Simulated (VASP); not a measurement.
# TiAl (P-6m2) in VASP: further runs

TiAl is run at these levels: PBEsol; tasks: single point.

All numbers are computed with VASP 6.6.1; they aren't measurements. Logs are shortened: lines on timing, memory, paths and dates and some standing lists are left out, and cuts for length are marked.

## Step 1: The cell of the first run

Symmetry: P-6m2, No. 187, hexagonal system. Conventional cell: a = 2.769 Å, b = 2.769 Å, c = 4.493 Å, α = 90.00°, β = 90.00°, γ = 120.00°. Ti (site symmetry -6m2) has 6 Al at 2.76 Å and 6 Ti at 2.77 Å within 3.6 Å. Within 3.6 Å of Al (site symmetry -6m2) lie 6 Ti at 2.76 Å and 6 Al at 2.77 Å.

## Step 2: Single point, PBEsol, collinear spin, ferromagnetic start

Contents of INCAR:

```
SYSTEM = TiAl
ALGO     = Fast           ! electronic algorithm
EDIFF    = 1E-7           ! SCF threshold, eV
ENCUT    = 520            ! plane-wave cutoff, eV
GGA      = PS             ! functional
ISIF     = 2              ! what is computed and relaxed
ISMEAR   = 0              ! smearing method
ISPIN    = 2              ! spin polarisation
LASPH    = .TRUE.         ! aspherical terms in the spheres
LCHARG   = .FALSE.        ! write CHGCAR
LMAXMIX  = 4              ! l up to which the mixer works
LORBIT   = 11             ! projections on sites
LREAL    = .FALSE.        ! projectors in reciprocal space
LWAVE    = .FALSE.        ! write WAVECAR
MAGMOM   = 0.25 0         ! initial moments
NBANDS   = 18             ! bands
NELM     = 150            ! most SCF steps
NUPDOWN  = 0.25           ! fixed moment
PREC     = Accurate       ! precision mode
SIGMA    = 0.15           ! smearing width, eV
```

Contents of KPOINTS:

```
k-points
0
G
  21 21 12
  0 0 0
```

Contents of POSCAR:

```
TiAl
1.0
    2.7694960644      0.0000000000      0.0000000000
   -1.3847480322      2.3984539475      0.0000000000
    0.0000000000      0.0000000000      4.4925796926
Ti Al
1 1
Direct
    0.0000000000      0.0000000000      0.0000000000
    0.3333333333      0.6666666667      0.5000000000
```

Potentials or basis: VASP PAW PBE potentials, release 64 (Ti_sv, Al).

Run with:

```bash
$ cat potpaw_PBE.64/Ti_sv/POTCAR potpaw_PBE.64/Al/POTCAR > POTCAR
$ mpirun -np 1 vasp_std > vasp.out
```

OUTCAR:

```text
SYSTEM = TiAl
   EDIFF = 1E-7
   ENCUT = 520
   GGA = PS
   ISIF = 2
   ISMEAR = 0
   ISPIN = 2
   LASPH = .TRUE.
   LORBIT = 11
   LREAL = .FALSE.
   NELM = 150
   NUPDOWN = 0.25
   PREC = Accurate

 ion  position               nearest neighbor table
   1  0.000  0.000  0.000-   2 2.76   2 2.76   2 2.76   2 2.76   2 2.76   2 2.76
   2  0.333  0.667  0.500-   1 2.76   1 2.76   1 2.76   1 2.76   1 2.76   1 2.76

  LATTYP: Found a hexagonal cell.
 ALAT       =     2.7694960644
 C/A-ratio  =     1.6221650395

  Lattice vectors:

 A1 = (   2.7694960644,   0.0000000000,   0.0000000000)
 A2 = (  -1.3847480322,   2.3984539475,   0.0000000000)
 A3 = (   0.0000000000,   0.0000000000,   4.4925796926)

Analysis of symmetry for initial positions (statically):
=====================================================================
 Subroutine PRICEL returns:
 Original cell was already a primitive cell.

 Routine SETGRP: Setting up the symmetry group for a
 hexagonal supercell.

 Subroutine GETGRP returns: Found 12 space group operations
 (whereof 12 operations were pure point group operations)
 out of a pool of 24 trial point group operations.

The static configuration has the point symmetry D_3h.

Analysis of symmetry for dynamics (positions and initial velocities):
=====================================================================
 Subroutine PRICEL returns:
 Original cell was already a primitive cell.

 Routine SETGRP: Setting up the symmetry group for a
 hexagonal supercell.

 Subroutine GETGRP returns: Found 12 space group operations
 (whereof 12 operations were pure point group operations)
 out of a pool of 24 trial point group operations.

The dynamic configuration has the point symmetry D_3h.

Analysis of structural, dynamic, and magnetic symmetry:
=====================================================================
 Subroutine PRICEL returns:
 Original cell was already a primitive cell.

 Routine SETGRP: Setting up the symmetry group for a
 hexagonal supercell.

 Subroutine GETGRP returns: Found 12 space group operations
 (whereof 12 operations were pure point group operations)
 out of a pool of 24 trial point group operations.

The overall configuration has the point symmetry D_3h.

 Subroutine INISYM returns: Found 12 space group operations
 (whereof 12 operations are pure point group operations),
 and found     1 'primitive' translations

----------------------------------------------------------------------------------------

                                     Primitive cell

  volume of cell :      29.8420

  direct lattice vectors                    reciprocal lattice vectors
     2.769496064  0.000000000  0.000000000     0.361076520  0.208467626  0.000000000
    -1.384748032  2.398453948  0.000000000     0.000000000  0.416935252  0.000000000
     0.000000000  0.000000000  4.492579693     0.000000000  0.000000000  0.222589262

  length of vectors
     2.769496064  2.769496064  4.492579693     0.416935252  0.416935252  0.222589262

  position of ions in fractional coordinates (direct lattice)
     0.000000000  0.000000000  0.000000000
     0.333333333  0.666666667  0.500000000

  ion indices of the primitive-cell ions
   primitive index   ion index
                 1           1
                 2           2

----------------------------------------------------------------------------------------

 KPOINTS: k-points

Automatic generation of k-mesh.
 Grid dimensions read from file:
 generate k-points for:   21   21   12

 Generating k-lattice:

  Cartesian coordinates                     Fractional coordinates (reciprocal lattice)
     0.017194120  0.009927030  0.000000000     0.047619048  0.000000000  0.000000000
     0.000000000  0.019854060  0.000000000     0.000000000  0.047619048  0.000000000
     0.000000000  0.000000000  0.018549105     0.000000000  0.000000000  0.083333333

  Length of vectors
     0.019854060  0.019854060  0.018549105

  Shift w.r.t. Gamma in fractional coordinates (k-lattice)
     0.000000000  0.000000000  0.000000000

 Subroutine IBZKPT returns following result:
 ===========================================

 Found    336 irreducible k-points:

 Following reciprocal coordinates:
            Coordinates               Weight
  0.000000  0.000000  0.000000      1.000000
  0.047619  0.000000  0.000000      6.000000
  0.095238 -0.000000  0.000000      6.000000
  0.142857  0.000000  0.000000      6.000000
  0.190476 -0.000000  0.000000      6.000000
  0.238095 -0.000000  0.000000      6.000000
[... 16 lines left out ...]
  0.142857  0.095238  0.000000     12.000000
  0.190476  0.095238  0.000000     12.000000
 [... further k-points ...]
   k-points           NKPTS =    336   k-points in BZ     NKDIM =    336   number of bands    NBANDS=     18
   number of dos      NEDOS =    301   number of ions     NIONS =      2
   total plane-waves  NPLWV =  20736
   dimension x,y,z NGX =    24 NGY =   24 NGZ =   36
   dimension x,y,z NGXF=    48 NGYF=   48 NGZF=   72
   ions per type =               1   1
   NGX,Y,Z   is equivalent  to a cutoff of  14.41, 14.41, 13.32 a.u.
   NGXF,Y,Z  is equivalent  to a cutoff of  28.81, 28.81, 26.64 a.u.
 SYSTEM =  TiAl
   PREC   = accura    normal or accurate (medium, high low for compatibility)
   ISTART =      0    job   : 0-new  1-cont  2-samecut
   ICHARG =      2    charge: 1-file 2-atom 10-const
   ISPIN  =      2    spin polarized calculation?
   LNONCOLLINEAR =      F non collinear calculations
   LSORBIT =      F    spin-orbit coupling
   LASPH  =      T    aspherical Exc in radial PAW
   ENCUT  =  520.0 eV  38.22 Ry    6.18 a.u.   5.15  5.15  8.35*2*pi/ulx,y,z
   NELM   =    150;   NELMIN=  2; NELMDL= -5     # of ELM steps
   EDIFF  = 0.1E-06   stopping-criterion for ELM
   LREAL  =      F    real-space projection
   EDIFFG = 0.1E-05   stopping-criterion for IOM
   NSW    =      0    number of steps for IOM
   IBRION =     -1    ionic relax: 0-MD 1-quasi-New 2-CG
   NFREE  =      0    steps in history (QN), initial steepest desc. (CG)
   ISIF   =      2    stress and relaxation
   ISYM   =      2    0-nonsym 1-usesym 2-fastsym
   POTIM  = 0.5000    time-step for ionic-motion
   TEBEG  =    0.0;   TEEND  =   0.0 temperature during run
   PSTRESS=    0.0 pullay stress
   NELECT =      15.0000    total number of electrons
   NUPDOWN=       0.2500    fix difference up-down
   EMIN   =  10.00;   EMAX   =-10.00  energy-range for DOS
   EFERMI =   0.00;   METHOD = LEGACY
   ISMEAR =     0;   SIGMA  =   0.15  broadening in eV -4-tet -1-fermi 0-gaus
   EFERMI_NEDOS =   21; number of points for ismear=-14 and -15
   IALGO  =     68    algorithm
   IMIX   =      4    mixing-type and parameters
     AMIX     =   0.40;   BMIX     =  1.00
     AMIX_MAG =   1.60;   BMIX_MAG =  1.00
  volume/ion in A,a.u.               =      14.92       100.69
  Fermi-wavevector in a.u.,A,eV,Ry     =   1.301655  2.459772 23.052434  1.694306
  Thomas-Fermi vector in A             =   2.432775
   LORBIT       =     11    0 simple, 1 ext, 2 COOP (PROOUT), +10 PAW based schemes
   GGA     = PS    functional components
   LHFCALC =     F    Hartree Fock is set to
   AEXX    =    0.0000 exact exchange contribution
   IVDW    =     0    specifies the selected vdW correction
   LEPSILON=     F    determine dielectric tensor
   LRPA    =     F    only Hartree local field effects (RPA)
 spin polarized calculation
 RMM-DIIS sequential band-by-band and
 Gauss-broadening in eV      SIGMA  =   0.15
  energy-cutoff  :      520.00
  volume of cell :       29.84
 maximum number of plane-waves:       815
 NGX is ok and might be reduce to    24
   NGX = 11   NGY = 11   NGZ = 17

 number of electron      14.9999995 magnetization       0.2500000

 Free energy of the ion-electron system (eV)
  ---------------------------------------------------
  ext. energy  EPLUGINS =         0.00000000
  ---------------------------------------------------
  free energy    TOTEN  =       -12.85894588 eV

  energy without entropy =      -12.83311844  energy(sigma->0) =      -12.84603216

 E-fermi :   8.9271     XC(G=0): -11.5090

 val. band max:        8.9746963027   @ k =   0.2381   0.0952   0.1667
 cond. band min:       8.9279534734   @ k =   0.1905   0.1429   0.3333
 fundamental gap:     -0.0467428294
 Fermi energy:         8.9766692859

 spin component 1

 k-point     1 :       0.0000    0.0000    0.0000
  band No.  band energies     occupation
      1     -47.1660      1.00000
      2     -23.6089      1.00000
      3     -23.0592      1.00000
      4     -23.0592      1.00000
      5      -0.5496      1.00000
      6       6.4330      1.00000
[... 10 lines left out ...]
     17      23.7871      0.00000
     18      27.2676      0.00000
[... 463 lines left out ...]
 k-point    24 :       0.1905    0.0952    0.0000
  band No.  band energies     occupation
      1     -47.0919      1.00000
      2     -23.5380      1.00000
      3     -23.4641      1.00000
      4     -23.1712      1.00000
      5       1.1055      1.00000
      6       7.1108      1.00000
[... 10 lines left out ...]
     17      25.0515      0.00000
     18      26.5326      0.00000

 [... further k-points ...]

 spin component 2

 k-point     1 :       0.0000    0.0000    0.0000
  band No.  band energies     occupation
      1     -47.0436      1.00000
      2     -23.4979      1.00000
      3     -22.9312      1.00000
      4     -22.9312      1.00000
      5      -0.4764      1.00000
      6       6.6251      1.00000
[... 10 lines left out ...]
     17      23.8969      0.00000
     18      27.0263      0.00000
[... 463 lines left out ...]
 k-point    24 :       0.1905    0.0952    0.0000
  band No.  band energies     occupation
      1     -46.9699      1.00000
      2     -23.4272      1.00000
      3     -23.3337      1.00000
      4     -23.0426      1.00000
      5       1.1767      1.00000
      6       7.2078      1.00000
[... 10 lines left out ...]
     17      25.1387      0.00000
     18      26.6368      0.00000

 [... further k-points ...]

------------------------ aborting loop because EDIFF is reached ----------------------------------------

  FORCE on cell =-STRESS in cart. coord.  units (eV):
  Direction    XX          YY          ZZ          XY          YZ          ZX
  --------------------------------------------------------------------------------------
  -------------------------------------------------------------------------------------
  Total        1.9483975      1.9483975      2.2661134      0.0000000      0.0000000      0.0000000
  in kB      104.6068740    104.6068740    121.6646183      0.0000000      0.0000000      0.0000000
  external PRESSURE =     110.2927888 kB  Pullay stress =       0.0000000 kB

 VOLUME and BASIS-vectors are now :
 -----------------------------------------------------------------------------
  energy-cutoff  :      520.00
  volume of cell :       29.84
      direct lattice vectors                 reciprocal lattice vectors
     2.769496064  0.000000000  0.000000000     0.361076520  0.208467626  0.000000000
    -1.384748032  2.398453948  0.000000000     0.000000000  0.416935252  0.000000000
     0.000000000  0.000000000  4.492579693     0.000000000  0.000000000  0.222589262

 POSITION                                       TOTAL-FORCE (eV/Angst)
 -----------------------------------------------------------------------------------
      0.00000      0.00000      0.00000        -0.000000      0.000000      0.000000
     -0.00000      1.59897      2.24629         0.000000      0.000000      0.000000
 -----------------------------------------------------------------------------------
    total drift:                                0.000000     -0.000000      0.000000

  FREE ENERGIE OF THE ION-ELECTRON SYSTEM (eV)
  ---------------------------------------------------
  free  energy   TOTEN  =       -12.8589458845 eV

  energy  without entropy=      -12.8331184403  energy(sigma->0) =      -12.84603216

 total charge

# of ion       s       p       d       tot
------------------------------------------
    1        2.241   6.160   1.999  10.401
    2        0.435   0.416   0.000   0.851
--------------------------------------------------
tot          2.676   6.577   1.999  11.252

 magnetization (x)

# of ion       s       p       d       tot
------------------------------------------
    1        0.003   0.018   0.125   0.146
    2        0.001   0.006   0.000   0.007
--------------------------------------------------
tot          0.004   0.024   0.125   0.153
```

Run time: 5.8 min. Hardware: 1 thread of Intel Xeon Platinum 8559C (Emerald Rapids), shared host; peak memory 0.38 GiB.

What came out:

* Free energy: -12.8589 eV
* Pressure: 11.0 GPa
* Net moment: 0.25 μB per cell
* Site moments: Ti +0.15; Al +0.01 μB
* Valence electrons inside the program's atomic spheres: Ti 10.40; Al 0.85

Caveat: the PAW data sets were made with another functional, which shifts forces and pressure a little; the total moment is fixed, so each spin has its own Fermi level.

## Step 3: Single point, PBEsol, collinear spin, ferromagnetic start

Contents of INCAR:

```
SYSTEM = TiAl
  ALGO = Normal
  EDIFF = 1E-6
  ENCUT = 520
  GGA = PS
  ISIF = 2
  ISMEAR = 0
  ISPIN = 2
  LASPH = .TRUE.
  LCHARG = .FALSE.
  LMAXMIX = 4
  LORBIT = 11
  LREAL = .FALSE.
  LWAVE = .FALSE.
  MAGMOM = 0.5 0
  NBANDS = 18
  NELM = 150
  NUPDOWN = 0.5
  PREC = Accurate
  SIGMA = 0.15
```

KPOINTS is that of step 2.

POSCAR is that of step 2.

Potentials or basis: VASP PAW PBE potentials, release 64 (Ti_sv, Al).

Run with:

```bash
$ cat potpaw_PBE.64/Ti_sv/POTCAR potpaw_PBE.64/Al/POTCAR > POTCAR
$ mpirun -np 1 vasp_std > vasp.out
```

It took 3.5 min on 1 thread of Intel Xeon Platinum 8559C (Emerald Rapids), shared host; peak memory 0.37 GiB.

It converged, with:

```
Free energy                                           : -12.8476 eV
Pressure                                              : 11.2 GPa
Net moment                                            : 0.50 μB per cell
Site moments                                          : Ti +0.29; Al +0.01 μB
Valence electrons inside the program's atomic spheres : Ti 10.40; Al 0.85
```

Stress tensor (GPa, compression positive):
```
10.96  0.00  0.00
 0.00 10.96  0.00
 0.00  0.00 11.53
```

Caveat: the PAW data sets were made with another functional, which shifts forces and pressure a little; the total moment is fixed, so each spin has its own Fermi level.
